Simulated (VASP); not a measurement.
Runs of VASP 6.6.1 on La2O3. The structure is that of space group P-3m1 (No. 164), or close to it. The cells are those of the table. 

```tsv
cell	gap on the mesh (eV)	pressure (GPa)	largest force (eV/Å)
a = 4.020, b = 4.020, c = 6.251 Å, angles 90.0, 90.0, 120.0°, 5 atoms	3.64	(a)	0.62
a = 3.864, b = 3.864, c = 6.008 Å, angles 90.0, 90.0, 120.0°, 5 atoms	3.73	(b)	0.25
a = 3.983, b = 3.983, c = 6.192 Å, angles 90.0, 90.0, 120.0°, 5 atoms	3.68	-10.8	0.44
a = 3.944, b = 3.944, c = 6.132 Å, angles 90.0, 90.0, 120.0°, 5 atoms	3.72	-7.6	0.23
a = 3.904, b = 3.904, c = 6.071 Å, angles 90.0, 90.0, 120.0°, 5 atoms	3.73	-3.7	0.04
```

Alike in all rows: task single point; level LDA; potentials or basis VASP PAW LDA potentials, release 64 (La, O); no spin polarisation; k mesh 6 × 6 × 4; cutoff (eV) 520; smearing gaussian 0.01 eV.

Fill in the values left out.

(a) -13.5; (b) 0.8.

Caveats: spin-orbit coupling is left out, which moves the levels of the heavy elements; the cell stands under tension (at least some runs).

A k mesh can miss the band edges, and the runs leave out spin-orbit coupling on La.
